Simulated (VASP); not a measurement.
Crystal: WC (Qusongite).

```xyz
2
Lattice="2.9065 0.0000 0.0000 -1.4532 2.5171 0.0000 0.0000 0.0000 2.8366" Properties=species:S:1:pos:R:3 pbc="T T T"
W     0.0000    0.0000    0.0000
C     1.4533    0.8390    1.4183
```

| Quantity | Value |
| --- | --- |
| Program | VASP 6.6.1 |
| Task | relaxation of cell and atoms |
| Functional | PBE |
| Potentials or basis | VASP PAW PBE potentials, release 64 (W_sv, C) |
| Cutoff | 600 eV |
| k mesh | 10 × 10 × 9 |
| Occupations | fermi-dirac, width 0.05 eV |
| Spin | no spin polarisation |
| Hubbard terms | W d U = 3.0 eV |

At the start: pressure 13.2 GPa; volume 10.38 Å³/atom.

Where does the relaxation end?

Over 9 steps the energy falls by 14.0 meV/atom and the volume is 10.73 Å³/atom (+3.4 %); space group P-6m2 (No. 187, to 0.05 Å).

Step by step:
```
step  energy change (eV)  largest force (eV/Å)  pressure (GPa)  volume (Å³)
   1              0.0000                0.0000           13.21        20.75
   2              0.1562                0.0000          -27.38        23.43
   3             -0.0277                0.0000           -0.39        21.47
   4             -0.0278                0.0000            0.00        21.45
   5             -0.0278                0.0000            0.22        21.43
   6             -0.0278                0.0000            0.25        21.44
   7             -0.0279                0.0000            0.27        21.44
   8             -0.0279                0.0000           -0.49        21.48
   9             -0.0279                0.0000            0.01        21.45
```

Final structure:
```
W C
1.0
     2.94063    0.00000    0.00000
    -1.47031    2.54666    0.00000
     0.00000    0.00000    2.86445
W C
1 1
Direct
  0.00000 0.00000 0.00000
  0.66667 0.33333 0.50000
```

Caveat: U without spin polarisation on a metal has little footing; the U is typed as a test and isn't derived for this compound.
